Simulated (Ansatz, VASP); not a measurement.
RuBrF3: VASP beside Ansatz

```
Ru Br F
1.0
     4.10110    0.00000    0.00000
     0.00000    4.10110    0.00000
     0.00000    0.00000    4.10110
Ru Br F
1 1 3
Cartesian
  2.0506 2.0506 2.0506
  0.0000 0.0000 0.0000
  0.0000 2.0506 2.0506
  2.0506 0.0000 2.0506
  2.0506 2.0506 0.0000
```

Change from the starting cell: species swapped into the CsHgF3 type (Pm-3m, No. 221).

Alike in both runs: task single point; functional PBE; k mesh 4 × 4 × 4; occupations gaussian, width 0.1 eV; collinear spin.

|  | VASP | Ansatz |
| --- | --- | --- |
| version | VASP 6.6.1 | Ansatz 0.2.0 |
| potentials or method | VASP PAW PBE potentials, release 64 (Ru_pv, Br, F), cutoff 520 eV | scalar-relativistic, plane waves, PAW |
| valence electrons in the cell | 42 | 44 |

```tsv
	VASP	Ansatz	Ansatz less VASP
gap on the k mesh at the Fermi level (eV)	none	none	-
pressure (GPa)	5.9	5.8	-0.09
net moment per atom (μB)	0.64	0.64	0.000
size of the moment on the site where the two differ most (μB)	1.91	1.50	-0.406
```

Site moments also hang on the region over which each program counts them. A gap of «none» marks a metal or a gap that the smearing closes. VASP's potentials hold 42 valence electrons a cell and Ansatz's 44, so a difference there can come from the potentials and not from the codes.

The k mesh is coarse, so the values compare programs but aren't converged.
